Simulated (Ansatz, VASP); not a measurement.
**Ti3W2: VASP beside Ansatz**

```
CELL_PARAMETERS angstrom
4.01622 0.00000 0.00000
-2.00811 3.47815 0.00000
0.00000 0.00000 6.41589
ATOMIC_POSITIONS crystal
Ti 0.50000 0.00000 0.50000
Ti 0.00000 0.50000 0.50000
Ti 0.50000 0.50000 0.50000
W 0.00000 0.00000 0.17649
W 0.00000 0.00000 0.82351
```

Alike in both runs: task relaxation of cell and atoms; functional PBE; k mesh 6 × 6 × 4; occupations gaussian, width 0.1 eV; no spin polarisation.

```csv
,VASP,Ansatz
version,VASP 6.6.1,Ansatz 0.2.0
potentials or method,"VASP PAW PBE potentials, release 64 (Ti_sv, W_sv), cutoff 600 eV","scalar-relativistic, plane waves, PAW"
valence electrons in the cell,64,64
```

```csv
,VASP,Ansatz,Ansatz less VASP
"gap on the k mesh at the Fermi level, each at its own relaxed structure (eV)",none,none,-
relaxed volume (Å³/atom),24.10,24.12,+0.018
relaxed cell length with the largest relative difference (Å),4.984,4.957,-0.0268
```

A gap of «none» marks a metal or a gap that the smearing closes.

Spin-orbit coupling is off throughout. Noted on VASP's run: the volume moved by over 15 % at a fixed basis, so the end points are rough.
